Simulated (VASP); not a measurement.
# CsCl (Pm-3m) in VASP: further runs, part 2 of 2

VASP 6.6.1. Earlier steps stand in the parts before.

## 3. Single point, PBE

The input, INCAR:

```
SYSTEM = CsCl
ALGO = Normal
EDIFF = 1E-6
ENCUT = 500
GGA = PE
GGA_COMPAT = .False.
ISIF = 2
ISMEAR = 1
LASPH = .True.
LCHARG = .False.
LREAL = .False.
LWAVE = .False.
NBANDS = 15
NELM = 120
PREC = Accurate
SIGMA = 0.05
```

The input, KPOINTS:

```
k-points
0
Gamma
  4 4 4
  0 0 0
```

The input, POSCAR:

```
CsCl
1.0
    4.1406758806      0.0000000000      0.0000000000
    0.0000000000      4.1406758806      0.0000000000
    0.0000000000      0.0000000000      4.1406758806
Cs Cl
1 1
Direct
    0.0000000000      0.0000000000      0.0000000000
    0.5000000000      0.5000000000      0.5000000000
```

Potentials or basis: VASP PAW PBE potentials, release 64 (Cs_sv, Cl).

Launch:

```
> cat potpaw_PBE.64/Cs_sv/POTCAR potpaw_PBE.64/Cl/POTCAR > POTCAR
> mpirun -np 1 vasp_std > vasp.out
```

OUTCAR:

```text
SYSTEM = CsCl
   EDIFF = 1E-6
   ENCUT = 500
   GGA = PE
   ISIF = 2
   ISMEAR = 1
   LASPH = .True.
   LREAL = .False.
   NELM = 120
   PREC = Accurate

 ion  position               nearest neighbor table
   1  0.000  0.000  0.000-
   2  0.500  0.500  0.500-

  LATTYP: Found a simple cubic cell.
 ALAT       =     4.1406758806

  Lattice vectors:

 A1 = (   4.1406758806,   0.0000000000,   0.0000000000)
 A2 = (   0.0000000000,   4.1406758806,   0.0000000000)
 A3 = (   0.0000000000,   0.0000000000,   4.1406758806)

Analysis of symmetry for initial positions (statically):
=====================================================================
 Subroutine PRICEL returns:
 Original cell was already a primitive cell.

 Routine SETGRP: Setting up the symmetry group for a
 simple cubic supercell.

 Subroutine GETGRP returns: Found 48 space group operations
[... 9 lines left out ...]

 Routine SETGRP: Setting up the symmetry group for a
 simple cubic supercell.

 Subroutine GETGRP returns: Found 48 space group operations
[... 11 lines left out ...]
                                     Primitive cell

  volume of cell :      70.9927

  direct lattice vectors                    reciprocal lattice vectors
     4.140675881  0.000000000  0.000000000     0.241506466  0.000000000  0.000000000
     0.000000000  4.140675881  0.000000000     0.000000000  0.241506466  0.000000000
     0.000000000  0.000000000  4.140675881     0.000000000  0.000000000  0.241506466

  length of vectors
     4.140675881  4.140675881  4.140675881     0.241506466  0.241506466  0.241506466

  position of ions in fractional coordinates (direct lattice)
     0.000000000  0.000000000  0.000000000
     0.500000000  0.500000000  0.500000000

  ion indices of the primitive-cell ions
   primitive index   ion index
                 1           1
                 2           2

----------------------------------------------------------------------------------------

[... 79 lines left out ...]
   GGA     = PE    functional components
   LHFCALC =     F    Hartree Fock is set to
   AEXX    =    0.0000 exact exchange contribution
   IVDW    =     0    specifies the selected vdW correction
   LEPSILON=     F    determine dielectric tensor
   LRPA    =     F    only Hartree local field effects (RPA)
 non-spin polarized calculation
 Methfessel and Paxton  Order N= 1 SIGMA  =   0.05
  energy-cutoff  :      500.00
  volume of cell :       70.99
 maximum number of plane-waves:      1856
   NGX = 15   NGY = 15   NGZ = 15

 number of electron      15.9999997 magnetization

 Free energy of the ion-electron system (eV)
  ---------------------------------------------------
  ext. energy  EPLUGINS =         0.00000000
  ---------------------------------------------------
  free energy    TOTEN  =        -6.53166467 eV

  energy without entropy =       -6.53190099  energy(sigma->0) =       -6.53174344

 E-fermi :  -0.3438     XC(G=0):  -8.1982

 val. band max:       -0.3825466815   @ k =   0.0000   0.0000   0.0000
 cond. band min:       4.8192311778   @ k =   0.0000   0.0000   0.0000
 fundamental gap:      5.2017778593
 Fermi energy:        -0.3437728363

 k-point     1 :       0.0000    0.0000    0.0000
  band No.  band energies     occupation
      1     -19.7828      2.00000
      2     -12.5429      2.00000
      3      -6.2786      2.00000
      4      -6.2786      2.00000
      5      -6.2786      2.00000
      6      -0.3825      1.96701
      7      -0.3825      1.96701
      8      -0.3825      1.96701
      9       4.8192      0.00000
     10       5.0225      0.00000
     11       5.0225      0.00000
     12       9.5979      0.00000
     13       9.5979      0.00000
     14       9.5979      0.00000
[... 149 lines left out ...]
      2     -12.3805      2.00000
      3      -6.7949      2.00000
      4      -6.7949      2.00000
      5      -6.7949      2.00000
      6      -1.4470      2.00000
      7      -1.4470      2.00000
      8      -1.4470      2.00000
      9       8.0554      0.00000
     10       8.0554      0.00000
     11       8.0554      0.00000
     12      10.0710      0.00000
     13      10.0710      0.00000
     14      10.0710      0.00000
     15      11.9666      0.00000

------------------------ aborting loop because EDIFF is reached ----------------------------------------

  FORCE on cell =-STRESS in cart. coord.  units (eV):
  Direction    XX          YY          ZZ          XY          YZ          ZX
  --------------------------------------------------------------------------------------
  -------------------------------------------------------------------------------------
  Total        0.3456401      0.3456401      0.3456401     -0.0000000      0.0000000     -0.0000000
  in kB        7.8004732      7.8004732      7.8004732     -0.0000000      0.0000000     -0.0000000
  external PRESSURE =       7.8004732 kB  Pullay stress =       0.0000000 kB

 VOLUME and BASIS-vectors are now :
 -----------------------------------------------------------------------------
  energy-cutoff  :      500.00
  volume of cell :       70.99
      direct lattice vectors                 reciprocal lattice vectors
     4.140675881  0.000000000  0.000000000     0.241506466  0.000000000  0.000000000
     0.000000000  4.140675881  0.000000000     0.000000000  0.241506466  0.000000000
     0.000000000  0.000000000  4.140675881     0.000000000  0.000000000  0.241506466

 POSITION                                       TOTAL-FORCE (eV/Angst)
 -----------------------------------------------------------------------------------
      0.00000      0.00000      0.00000         0.000000      0.000000      0.000000
      2.07034      2.07034      2.07034         0.000000      0.000000      0.000000
 -----------------------------------------------------------------------------------
    total drift:                                0.000000      0.000000      0.000000

  FREE ENERGIE OF THE ION-ELECTRON SYSTEM (eV)
  ---------------------------------------------------
  free  energy   TOTEN  =        -6.5316646736 eV

  energy  without entropy=       -6.5319009859  energy(sigma->0) =       -6.53174344
```

It took 19 s on 1 thread of AMD EPYC 7R13, shared host; peak memory 0.13 GiB.

What came out:

```yaml
Free_energy: -6.5317 eV
Pressure: 0.8 GPa
Band_gap_on_the_k_mesh: 5.20 eV, direct
```

Caveat: spin-orbit coupling is left out, which moves the levels of the heavy elements. A hybrid or GW would open this gap; PBE tends to underestimate it.
